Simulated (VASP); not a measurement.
Input of a VASP 6.6.1 run:

File INCAR:

```
PREC = Accurate
ENCUT = 520
EDIFF = 1E-6
ISMEAR = 0
SIGMA = 0.05
LREAL = False
LASPH = True
NELM = 60
ALGO = Normal
ISIF = 2
LWAVE = False
LCHARG = True
GGA = PE
LELF = True
LVHAR = True
NBANDS = 68
```

File KPOINTS:

```
regular mesh
0
Gamma
  4 4 1
```

Contents of POSCAR:

```
BIr12
1.0
    5.4305800000      0.0000000000      0.0000000000
    2.7152900000      4.7030200000      0.0000000000
    0.0000000000      0.0000000000     15.4340500000
Ir B
12 1
Direct
    0.1666666312      0.1666667375      0.0647918077
    0.6666666312      0.1666667375      0.0647918077
    0.1666666312      0.6666667375      0.0647918077
    0.6666666312      0.6666667375      0.0647918077
   -0.1664952444      0.3329890156      0.2068848423
    0.3333311097      0.3333326246      0.2054999822
   -0.1664928718      0.8335061301      0.2068909327
    0.3329913606      0.8335031533      0.2068813435
    0.0000145890      0.0000021263      0.3472143086
    0.4973294508      0.0053676149      0.3556220823
    0.0053740753      0.4973202325      0.3556228598
    0.4973248527      0.4973132158      0.3556259699
    0.6666541818      0.6666629102      0.4382495197
```

Potentials or basis: VASP PAW PBE potentials, release 64 (Ir, B).

The run is started by

```sh
$ cat potpaw_PBE.64/Ir/POTCAR potpaw_PBE.64/B/POTCAR > POTCAR
$ mpirun -np 1 vasp_std > vasp.out
```

Predict the largest force.

0.366 eV/Å.

Forces on the atoms (eV/Å):
```
Ir  -0.089 -0.051 -0.170
Ir   0.089 -0.051 -0.170
Ir   0.000  0.103 -0.170
Ir   0.000  0.000  0.366
Ir   0.000  0.012  0.021
Ir   0.000  0.000 -0.010
Ir  -0.010 -0.006  0.020
Ir   0.010 -0.006  0.021
Ir   0.000  0.000  0.012
Ir   0.000  0.076 -0.020
Ir   0.066 -0.038 -0.020
Ir  -0.066 -0.038 -0.021
B    0.001  0.000  0.140
```
